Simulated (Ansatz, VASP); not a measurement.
# One calculation of MoS2, two programs

The input POSCAR:

```
MoS2
1.0
    3.2274650000      0.0000000000      0.0000000000
   -1.6137320000      2.7950660000      0.0000000000
    0.0000000000      0.0000000000      6.3124730000
Mo S
1 2
Direct
    0.0000000000      0.0000000000      0.5000000000
    0.3333333333      0.6666666667      0.2553190000
    0.6666666667      0.3333333333      0.7446810000
```

Contents of INCAR.step1:

```
SYSTEM = MoS2
  PREC = Accurate
  ENCUT = 520
  ISMEAR = 1
  SIGMA = 0.025
  LREAL = .FALSE.
  LASPH = .TRUE.
  NELM = 100
  NBANDS = 20
  GGA = PE
  ALGO = Normal
  EDIFF = 1E-4
  LWAVE = .TRUE.
  LCHARG = .FALSE.
```

The input INCAR.step2:

```
SYSTEM = MoS2
  PREC = Accurate
  ENCUT = 520
  EDIFF = 1E-6
  ISMEAR = 1
  SIGMA = 0.025
  LREAL = .FALSE.
  LASPH = .TRUE.
  NELM = 100
  ALGO = Normal
  ISIF = 2
  LWAVE = .FALSE.
  LCHARG = .FALSE.
  METAGGA = R2SCAN
  LMIXTAU = .TRUE.
  NBANDS = 20
  ISTART = 1
```

Contents of KPOINTS:

```
Automatic mesh
0
G
  11 11 5
  0 0 0
```

Input for Ansatz:

```yaml
crystal:
  lattice:
    - [3.227465, 0.0, 0.0]
    - [-1.613732, 2.795066, 0.0]
    - [0.0, 0.0, 6.312473]
  atoms:
    - { symbol: Mo, position: [0.0, 0.0, 0.5] }
    - { symbol: S, position: [0.3333333333333333, 0.6666666666666666, 0.255319] }
    - { symbol: S, position: [0.6666666666666666, 0.3333333333333333, 0.744681] }
basis:
  ecutwfc: 650.0
kpoints:
  mp_grid:
    grid: [11, 11, 5]
hamiltonian:
  xc: r2scan
scf:
  occupations:
    method: cold
    width: 0.025
output:
  forces: true
  stress: true
```

Alike in both runs: task single point; functional r2SCAN; k mesh 11 × 11 × 5; no spin polarisation.

|  | VASP | Ansatz |
| --- | --- | --- |
| version | VASP 6.6.1 | Ansatz 0.2.0 |
| potentials or method | VASP PAW PBE potentials, release 64 (Mo_sv, S), cutoff 520 eV | plane waves, PAW |
| occupations | methfessel-paxton of order 1, width 0.025 eV | cold, width 0.025 eV |
| valence electrons in the cell | 26 | 26 |

```tsv
	VASP	Ansatz	Ansatz less VASP
pressure (GPa)	0.1	0.1	-0.04
traceless stress, the component that is largest in VASP (GPa)	0.13	0.16	+0.024
rms of the force components (eV/Å)	0.031	0.029	-0.0024
```

VASP's potentials were made for PBE, not for r2SCAN. Atom by atom the forces differ by 0.002 eV/Å (rms over components).
